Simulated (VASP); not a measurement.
MoS2: single point with LDA

The system is MoS2.

```
CELL_PARAMETERS angstrom
1.56307 0.90244 5.99177
-1.56307 0.90244 5.99177
0.00000 -1.80488 5.99177
ATOMIC_POSITIONS crystal
Mo 0.00008 0.00008 0.00008
S 0.41979 0.41979 0.41979
S 0.24713 0.24713 0.24713
```

```
Program                : VASP 6.6.1
Task                   : single point
Functional             : LDA
Potentials or basis    : VASP PAW LDA potentials, release 64 (Mo_sv, S)
Cutoff                 : 520 eV
k mesh                 : 10 × 10 × 10
Occupations            : fermi-dirac, width 0.05 eV
Spin                   : no spin polarisation
Dipole correction      : no
Further INCAR settings : ALGO = Normal; EDIFF = 1e-07; NBANDS = 20
```

```json
{
  "Pressure": "0.2 GPa",
  "Largest force": "0.019 eV/Å",
  "Band gap on the k mesh": "0.74 eV (least direct gap 2.06 eV)"
}
```

Forces in eV/Å, atoms in the order of the input:
```
Mo   0.000  0.000  0.000
S    0.000  0.000  0.019
S    0.000  0.000 -0.019
```

Levels at points of the mesh, in eV from the valence-band top:
```tsv
k point	band 10	band 11	band 12	band 13	band 14	band 15	band 16	band 17
(0.00, 0.00, 0.00)	-2.34	-2.34	-1.47	-1.13	2.00	2.00	2.46	2.46
(0.50, 0.00, 0.00)	-4.14	-2.44	-1.62	-1.59	1.64	1.99	3.38	3.47
(0.50, 0.50, 0.00)	-4.03	-3.16	-1.86	-1.40	1.58	2.16	2.91	3.97
(0.50, 0.50, 0.50)	-3.50	-2.30	-2.30	0.00	2.14	2.14	2.27	2.27
```

Run time: 3.7 min on 1 thread of AMD EPYC 9R45 96-Core Processor (Zen 5), on a shared host, peak memory 0.29 GiB.

Caveat: semilocal functionals underestimate gaps, and a narrow one can read as zero. LDA gaps usually lie below the measured ones, often by a third to a half.
